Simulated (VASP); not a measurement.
# C (Imma) in VASP: single point with PBE

Aim: the single point of C with PBE.

Everything below comes from runs of VASP 6.6.1. Logs are shortened: lines on timing, memory, paths and dates and some standing lists are left out, and cuts for length are marked.

## (1) The cell of the first run

It takes space group Imma (No. 74, orthorhombic). The conventional cell has a = 2.523 Å, b = 2.544 Å, c = 3.598 Å, α = 90.00°, β = 90.00°, γ = 90.00°. Within 2.1 Å of C (site symmetry mm2) lie 4 C at 1.55 to 1.56 Å.

## (2) Single point, PBE

The input, INCAR:

```
SYSTEM = C
PREC     = Accurate       ! precision mode
ENCUT    = 600            ! plane-wave cutoff, eV
EDIFF    = 1E-6           ! SCF threshold, eV
ISMEAR   = 0              ! smearing method
SIGMA    = 0.01           ! smearing width, eV
LREAL    = .FALSE.        ! projectors in reciprocal space
LASPH    = .TRUE.         ! aspherical terms in the spheres
NELM     = 120            ! most SCF steps
ALGO     = Normal         ! electronic algorithm
ISIF     = 2              ! what is computed and relaxed
LWAVE    = .FALSE.        ! write WAVECAR
LCHARG   = .FALSE.        ! write CHGCAR
GGA      = PE             ! functional
NBANDS   = 16             ! bands
GGA_COMPAT= .FALSE.
```

The input, KPOINTS:

```
regular mesh
0
G
  6 4 6
  0 0 0
```

The input, POSCAR:

```
C
1.0
    2.5442563774      0.0000000000      0.0000000000
    0.0000000000      3.5981218750      0.0000000000
    0.0000000000      0.0000000000      2.5230862783
C
4
Direct
    0.0000000000     -0.0000627863      0.0000000000
    0.5000000000      0.4999372137      0.5000000000
    0.0000000000      0.2500627863      0.5000000000
    0.5000000000      0.7500627863      0.0000000000
```

Potentials or basis: VASP PAW PBE potentials, release 64 (C).

On the command line:

```console
> cat potpaw_PBE.64/C/POTCAR > POTCAR
> mpirun -np 1 vasp_std > vasp.out
```

OUTCAR:

```text
SYSTEM = C
   PREC = Accurate
   ENCUT = 600
   EDIFF = 1E-6
   ISMEAR = 0
   LREAL = .FALSE.
   LASPH = .TRUE.
   NELM = 120
   ISIF = 2
   GGA = PE

 ion  position               nearest neighbor table
   1  0.000  1.000  0.000-   3 1.55   3 1.55   4 1.56   4 1.56
   2  0.500  0.500  0.500-   4 1.55   4 1.55   3 1.56   3 1.56
   3  0.000  0.250  0.500-   1 1.55   1 1.55   2 1.56   2 1.56
   4  0.500  0.750  0.000-   2 1.55   2 1.55   1 1.56   1 1.56

  LATTYP: Found a simple orthorhombic cell.
 ALAT       =     2.5230862783
 B/A-ratio  =     1.0083905569
 C/A-ratio  =     1.4260796018

  Lattice vectors:

 A1 = (   0.0000000000,   0.0000000000,   2.5230862783)
 A2 = (   2.5442563774,   0.0000000000,   0.0000000000)
 A3 = (   0.0000000000,   3.5981218750,   0.0000000000)

Analysis of symmetry for initial positions (statically):
=====================================================================
 Subroutine PRICEL returns following result:

  LATTYP: Found a body centered orthorhombic cell.
 ALAT       =     2.5230862783
 B/A-ratio  =     1.0083905569
 C/A-ratio  =     1.4260796018

  Lattice vectors:

 A1 = (  -1.2721281887,  -1.7990609375,  -1.2615431392)
 A2 = (   1.2721281887,  -1.7990609375,   1.2615431392)
 A3 = (  -1.2721281887,   1.7990609375,   1.2615431391)

   2 primitive cells build up your supercell.

 Routine SETGRP: Setting up the symmetry group for a
 simple orthorhombic supercell.

 Subroutine GETGRP returns: Found  8 space group operations
 (whereof  4 operations were pure point group operations)
 out of a pool of  8 trial point group operations.

The static configuration has the point symmetry C_2v.
 The point group associated with its full space group is D_2h.

Analysis of symmetry for dynamics (positions and initial velocities):
=====================================================================
 Subroutine PRICEL returns following result:

  LATTYP: Found a body centered orthorhombic cell.
 ALAT       =     2.5230862783
 B/A-ratio  =     1.0083905569
 C/A-ratio  =     1.4260796018

  Lattice vectors:

 A1 = (  -1.2721281887,  -1.7990609375,  -1.2615431392)
 A2 = (   1.2721281887,  -1.7990609375,   1.2615431392)
 A3 = (  -1.2721281887,   1.7990609375,   1.2615431391)

   2 primitive cells build up your supercell.

 Routine SETGRP: Setting up the symmetry group for a
 simple orthorhombic supercell.

 Subroutine GETGRP returns: Found  8 space group operations
 (whereof  4 operations were pure point group operations)
 out of a pool of  8 trial point group operations.

The dynamic configuration has the point symmetry C_2v.
 The point group associated with its full space group is D_2h.

 Subroutine INISYM returns: Found  8 space group operations
 (whereof  4 operations are pure point group operations),
 and found     2 'primitive' translations

----------------------------------------------------------------------------------------

                                     Primitive cell

  volume of cell :      11.5489

  direct lattice vectors                    reciprocal lattice vectors
    -1.272128189 -1.799060938 -1.261543139    -0.393042151 -0.277922770  0.000000000
     1.272128189 -1.799060937  1.261543139     0.000000000 -0.277922770  0.396339994
    -1.272128189  1.799060937  1.261543139    -0.393042151  0.000000000  0.396339994

  length of vectors
     2.538980401  2.538980401  2.538980401     0.481376359  0.484072781  0.558182339

  position of ions in fractional coordinates (direct lattice)
     0.000062786  0.000062786  0.000000000
     0.749937214  0.249937214  0.500000000

  ion indices of the primitive-cell ions
   primitive index   ion index
                 1           1
                 2           4

----------------------------------------------------------------------------------------

 KPOINTS: regular mesh

Automatic generation of k-mesh.
 Grid dimensions read from file:
 generate k-points for:    6    4    6

 Generating k-lattice:

  Cartesian coordinates                     Fractional coordinates (reciprocal lattice)
     0.065507025  0.000000000  0.000000000     0.166666667  0.000000000  0.000000000
     0.000000000  0.069480693  0.000000000     0.000000000  0.250000000  0.000000000
     0.000000000  0.000000000  0.066056666     0.000000000  0.000000000  0.166666667

  Length of vectors
     0.065507025  0.069480693  0.066056666

  Shift w.r.t. Gamma in fractional coordinates (k-lattice)
     0.000000000  0.000000000  0.000000000

 Subroutine IBZKPT returns following result:
 ===========================================

 Found     48 irreducible k-points:

 Following reciprocal coordinates:
            Coordinates               Weight
  0.000000  0.000000  0.000000      1.000000
  0.166667  0.000000  0.000000      2.000000
  0.333333  0.000000  0.000000      2.000000
  0.500000  0.000000  0.000000      1.000000
  0.000000  0.250000  0.000000      2.000000
  0.166667  0.250000  0.000000      4.000000
[... 16 lines left out ...]
  0.333333  0.500000  0.166667      4.000000
  0.500000  0.500000  0.166667      2.000000
 [... further k-points ...]
   k-points           NKPTS =     48   k-points in BZ     NKDIM =     48   number of bands    NBANDS=     16
   number of dos      NEDOS =    301   number of ions     NIONS =      4
   total plane-waves  NPLWV =  12000
   dimension x,y,z NGX =    20 NGY =   30 NGZ =   20
   dimension x,y,z NGXF=    40 NGYF=   60 NGZF=   40
   ions per type =               4
   NGX,Y,Z   is equivalent  to a cutoff of  13.07, 13.86, 13.18 a.u.
   NGXF,Y,Z  is equivalent  to a cutoff of  26.14, 27.72, 26.36 a.u.
 SYSTEM =  C
   PREC   = accura    normal or accurate (medium, high low for compatibility)
   ISTART =      0    job   : 0-new  1-cont  2-samecut
   ICHARG =      2    charge: 1-file 2-atom 10-const
   ISPIN  =      1    spin polarized calculation?
   LNONCOLLINEAR =      F non collinear calculations
   LSORBIT =      F    spin-orbit coupling
   LASPH  =      T    aspherical Exc in radial PAW
   ENCUT  =  600.0 eV  44.10 Ry    6.64 a.u.   5.08  7.19  5.04*2*pi/ulx,y,z
   NELM   =    120;   NELMIN=  2; NELMDL= -5     # of ELM steps
   EDIFF  = 0.1E-05   stopping-criterion for ELM
   LREAL  =      F    real-space projection
   EDIFFG = 0.1E-04   stopping-criterion for IOM
   NSW    =      0    number of steps for IOM
   IBRION =     -1    ionic relax: 0-MD 1-quasi-New 2-CG
   NFREE  =      0    steps in history (QN), initial steepest desc. (CG)
   ISIF   =      2    stress and relaxation
   ISYM   =      2    0-nonsym 1-usesym 2-fastsym
   POTIM  = 0.5000    time-step for ionic-motion
   TEBEG  =    0.0;   TEEND  =   0.0 temperature during run
   PSTRESS=    0.0 pullay stress
   NELECT =      16.0000    total number of electrons
   NUPDOWN=      -1.0000    fix difference up-down
   EMIN   =  10.00;   EMAX   =-10.00  energy-range for DOS
   EFERMI =   0.00;   METHOD = LEGACY
   ISMEAR =     0;   SIGMA  =   0.01  broadening in eV -4-tet -1-fermi 0-gaus
   EFERMI_NEDOS =   21; number of points for ismear=-14 and -15
   IALGO  =     38    algorithm
   IMIX   =      4    mixing-type and parameters
     AMIX     =   0.40;   BMIX     =  1.00
     AMIX_MAG =   1.60;   BMIX_MAG =  1.00
  volume/ion in A,a.u.               =       5.77        38.97
  Fermi-wavevector in a.u.,A,eV,Ry     =   1.448522  2.737310 28.547977  2.098217
  Thomas-Fermi vector in A             =   2.566354
   LORBIT       =      0    0 simple, 1 ext, 2 COOP (PROOUT), +10 PAW based schemes
   GGA     = PE    functional components
   LHFCALC =     F    Hartree Fock is set to
   AEXX    =    0.0000 exact exchange contribution
   IVDW    =     0    specifies the selected vdW correction
   LEPSILON=     F    determine dielectric tensor
   LRPA    =     F    only Hartree local field effects (RPA)
 non-spin polarized calculation
 Gauss-broadening in eV      SIGMA  =   0.01
  energy-cutoff  :      600.00
  volume of cell :       23.10
 maximum number of plane-waves:       790
   NGX = 11   NGY = 15   NGZ = 11

 number of electron      16.0000000 magnetization

 Free energy of the ion-electron system (eV)
  ---------------------------------------------------
  ext. energy  EPLUGINS =         0.00000000
  ---------------------------------------------------
  free energy    TOTEN  =       -36.36575809 eV

  energy without entropy =      -36.36575809  energy(sigma->0) =      -36.36575809

 E-fermi :   9.5446     XC(G=0): -13.1604

 val. band max:        9.5015291846   @ k =   0.0000   0.0000   0.0000
 cond. band min:      13.5534046576   @ k =   0.3333   0.0000   0.3333
 fundamental gap:      4.0518754730
 Fermi energy:         9.5445674091

 k-point     1 :       0.0000    0.0000    0.0000
  band No.  band energies     occupation
      1     -11.7658      2.00000
      2      -3.2553      2.00000
      3      -3.1633      2.00000
      4       3.2375      2.00000
      5       3.4078      2.00000
      6       9.4290      2.00000
[... 8 lines left out ...]
     15      25.9807      0.00000
     16      26.0003      0.00000

 k-point     2 :       0.1667    0.0000    0.0000
  band No.  band energies     occupation
      1     -11.2631      2.00000
      2      -3.1809      2.00000
      3      -2.7083      2.00000
      4       1.3336      2.00000
      5       3.8187      2.00000
      6       7.2587      2.00000
[... 8 lines left out ...]
     15      24.8419      0.00000
     16      25.4302      0.00000

 k-point     3 :       0.3333    0.0000    0.0000
  band No.  band energies     occupation
      1      -9.7749      2.00000
      2      -4.5237      2.00000
      3      -1.3542      2.00000
      4       0.2240      2.00000
      5       3.8352      2.00000
      6       4.6732      2.00000
[... 8 lines left out ...]
     15      22.9457      0.00000
     16      24.2523      0.00000
[... 362 lines left out ...]
 k-point    23 :       0.3333    0.5000    0.1667
  band No.  band energies     occupation
      1      -7.1654      2.00000
      2      -7.1654      2.00000
      3      -0.9541      2.00000
      4      -0.9541      2.00000
      5       3.9412      2.00000
      6       3.9412      2.00000
[... 8 lines left out ...]
     15      24.1255      0.00000
     16      24.1255      0.00000

 k-point    24 :       0.5000    0.5000    0.1667
  band No.  band energies     occupation
      1      -5.6971      2.00000
      2      -5.6971      2.00000
      3      -3.2387      2.00000
      4      -3.2387      2.00000
      5       4.8734      2.00000
      6       4.8734      2.00000
[... 8 lines left out ...]
     15      24.7241      0.00000
     16      24.7241      0.00000

 [... further k-points ...]

------------------------ aborting loop because EDIFF is reached ----------------------------------------

  FORCE on cell =-STRESS in cart. coord.  units (eV):
  Direction    XX          YY          ZZ          XY          YZ          ZX
  --------------------------------------------------------------------------------------
  -------------------------------------------------------------------------------------
  Total       -1.3003831     -1.2346326      0.0164331      0.0000000      0.0000000      0.0000000
  in kB      -90.2013522    -85.6405581      1.1398872      0.0000000      0.0000000      0.0000000
  external PRESSURE =     -58.2340077 kB  Pullay stress =       0.0000000 kB

 VOLUME and BASIS-vectors are now :
 -----------------------------------------------------------------------------
  energy-cutoff  :      600.00
  volume of cell :       23.10
      direct lattice vectors                 reciprocal lattice vectors
     2.544256377  0.000000000  0.000000000     0.393042151  0.000000000  0.000000000
     0.000000000  3.598121875  0.000000000     0.000000000  0.277922770  0.000000000
     0.000000000  0.000000000  2.523086278     0.000000000  0.000000000  0.396339994

 POSITION                                       TOTAL-FORCE (eV/Angst)
 -----------------------------------------------------------------------------------
      0.00000      3.59790      0.00000        -0.000000     -0.002095      0.000000
      1.27213      1.79884      1.26154         0.000000     -0.002095      0.000000
      0.00000      0.89976      1.26154         0.000000      0.002095     -0.000000
      1.27213      2.69882      0.00000         0.000000      0.002095     -0.000000
 -----------------------------------------------------------------------------------
    total drift:                                0.000000     -0.000000      0.000000

  FREE ENERGIE OF THE ION-ELECTRON SYSTEM (eV)
  ---------------------------------------------------
  free  energy   TOTEN  =       -36.3657580924 eV

  energy  without entropy=      -36.3657580924  energy(sigma->0) =      -36.36575809
```

Wall time 7 s (1 thread of Intel Xeon 6975P-C (Granite Rapids), shared host); peak memory 0.13 GiB.

Results:

| Property | Result |
| --- | --- |
| Free energy | -36.3658 eV |
| Pressure | -5.8 GPa |
| Band gap on the k mesh | 4.05 eV |

Forces in eV/Å, atoms in the order of the input:
```
C    0.000 -0.002  0.000
C    0.000 -0.002  0.000
C    0.000  0.002  0.000
C    0.000  0.002  0.000
```

Caveat: the k points lie up to 0.44 Å⁻¹ apart.
